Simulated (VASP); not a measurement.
Crystal: CsH.

```
CELL_PARAMETERS angstrom
0.00000 3.21471 3.21471
3.21471 0.00000 3.21471
3.21471 3.21471 0.00000
ATOMIC_POSITIONS crystal
Cs 0.00000 0.00000 0.00000
H 0.50000 0.50000 0.50000
```

* Program: VASP 6.6.1
* Task: relaxation of cell and atoms
* Functional: PBEsol
* Potentials or basis: VASP PAW PBE potentials, release 64 (Cs_sv, H)
* Cutoff: 600 eV
* k mesh: 6 × 6 × 6
* Occupations: fermi-dirac, width 0.02 eV
* Spin: no spin polarisation

At the start: pressure -0.7 GPa; volume 33.22 Å³/atom.

Question: Where does the relaxation end?

Answer: Over 4 steps the energy falls by 5.6 meV/atom and the volume is 30.70 Å³/atom (-7.6 %); space group Fm-3m (No. 225, to 0.05 Å).

The path:
```tsv
step	energy change (eV)	largest force (eV/Å)	pressure (GPa)	volume (Å³)
1	0.0000	0.0000	-0.69	66.44
2	-0.0051	0.0000	-0.52	65.08
3	-0.0111	0.0000	-0.07	61.88
4	-0.0112	0.0000	0.02	61.39
```

Final structure:
```
Cs H
1.0
     0.00000    3.13112    3.13112
     3.13112    0.00000    3.13112
     3.13112    3.13112    0.00000
Cs H
1 1
Direct
  0.00000 0.00000 0.00000
  0.50000 0.50000 0.50000
```

Caveat: the PAW data sets were made with another functional, which shifts forces and pressure a little.
